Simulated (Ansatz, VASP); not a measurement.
## One calculation of SiC, two programs

```
Si C
1.0
     3.07600    0.00000    0.00000
    -1.53800    2.66389    0.00000
     0.00000    0.00000    5.04800
Si C
2 2
Direct
  0.33333 0.66667 0.00000
  0.66667 0.33333 0.50000
  0.34552 0.66667 0.38500
  0.66667 0.33333 0.88500
```

Alike in both runs: task single point; functional PBE; k mesh 12 × 12 × 6; occupations gaussian, width 0.05 eV; no spin polarisation.

```csv
,VASP,Ansatz
version,VASP 6.6.1,Ansatz 0.2.0
potentials or method,"VASP PAW PBE potentials, release 64 (Si, C), cutoff 520 eV","scalar-relativistic, plane waves, PAW"
valence electrons in the cell,16,16
```

Ansatz gave:

| Item | Value |
| --- | --- |
| gap on the k mesh at the Fermi level (eV) | 2.31 |
| least direct gap on the mesh (eV) | 4.05 |
| pressure (GPa) | 3.8 |
| traceless stress, the component that is largest in VASP (GPa) | -3.32 |
| rms of the force components (eV/Å) | 0.541 |

Problem. Which values does VASP return?

Solution. gap on the k mesh at the Fermi level (eV): 2.31; least direct gap on the mesh (eV): 4.04; pressure (GPa): 3.7; traceless stress, the component that is largest in VASP (GPa): -3.30; rms of the force components (eV/Å): 0.541.

Atom by atom the forces differ by 0.000 eV/Å (rms over components).
